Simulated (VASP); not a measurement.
Ti3Sn: single point with LDA

The system is Ti3Sn.

```xyz
8
Lattice="5.7748 0.0000 0.0000 -2.8874 5.0012 0.0000 0.0000 0.0000 4.6543" Properties=species:S:1:pos:R:3 pbc="T T T"
Ti    0.0000    1.6395    3.4908
Ti    1.4676    4.1814    3.4908
Ti   -1.4676    4.1814    3.4908
Ti    2.8874    3.3617    1.1636
Ti    1.4198    0.8197    1.1636
Ti    4.3550    0.8197    1.1636
Sn    2.8874    1.6671    3.4908
Sn    0.0000    3.3341    1.1636
```

| Quantity | Value |
| --- | --- |
| Program | VASP 6.6.1 |
| Task | single point |
| Functional | LDA |
| Potentials or basis | VASP PAW LDA potentials, release 64 (Ti_sv, Sn_d) |
| Cutoff | 520 eV |
| k mesh | 9 × 9 × 8 |
| Occupations | gaussian, width 0.1 eV |
| Spin | no spin polarisation |

The pressure is 0.1 GPa. The largest force is 0.009 eV/Å and the band gap on the k mesh is zero (band 50 reaches 10.25 eV, above the bottom of band 51 at 9.77 eV).

Forces on the atoms (eV/Å):
```
Ti   0.000 -0.009  0.000
Ti   0.008  0.005  0.000
Ti  -0.008  0.005  0.000
Ti   0.000  0.009  0.000
Ti  -0.008 -0.005  0.000
Ti   0.008 -0.005  0.000
Sn   0.000  0.000  0.000
Sn   0.000  0.000  0.000
```

Levels at points of the mesh, in eV from the Fermi level:
```csv
k point,band 46,band 47,band 48,band 49,band 50,band 51,band 52,band 53,band 54,band 55
"(0.00, 0.00, 0.00)",-1.30,-1.04,-1.04,-0.87,-0.44,0.37,0.45,0.45,0.50,0.50
"(0.00, 0.00, 0.50)",-1.17,-0.98,-0.98,-0.47,-0.47,-0.18,-0.18,-0.18,-0.18,1.55
```

Wall time 10 min on 1 thread of AMD EPYC 9R45 (Zen 5), on a shared host, peak memory 0.43 GiB.

Caveat: spin-orbit coupling is left out, which moves the levels of the heavy elements.
